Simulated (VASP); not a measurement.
Input of a VASP 6.6.1 run:

Contents of INCAR:

```
SYSTEM = MgO
ALGO = Normal
EDIFF = 1E-6
ENCUT = 520
ISIF = 2
ISMEAR = 0
LASPH = .True.
LCHARG = .False.
LREAL = .False.
LWAVE = .False.
NBANDS = 11
NELM = 80
PREC = Accurate
SIGMA = 0.05
```

Contents of KPOINTS:

```
k-points
0
Gamma
  10 10 10
  0 0 0
```

POSCAR

```
MgO
1.0
    2.9956437857      0.0000000000      0.0000000000
   -1.4978218928      2.5943036191      0.0000000000
    0.0000000000      0.0000000000      2.7322360880
Mg O
1 1
Direct
    0.0000000000      0.0000000000      0.0000000000
    0.3333333333      0.6666666667      0.5000000000
```

Potentials or basis: VASP PAW LDA potentials, release 64 (Mg, O).

The run is started by

```console
$ cat potpaw_LDA.64/Mg/POTCAR potpaw_LDA.64/O/POTCAR > POTCAR
$ mpirun -np 1 vasp_std > vasp.out
```

Task: What does it give for the band gap on the k mesh?

Result: 2.53 eV, indirect (least direct gap 2.92 eV).

Task: Predict the pressure.

Result: -17.0 GPa.

Stress tensor (GPa, compression positive):
```
-15.96   0.00   0.00
  0.00 -15.96   0.00
  0.00   0.00 -19.06
```

 A k mesh can miss the band edges.
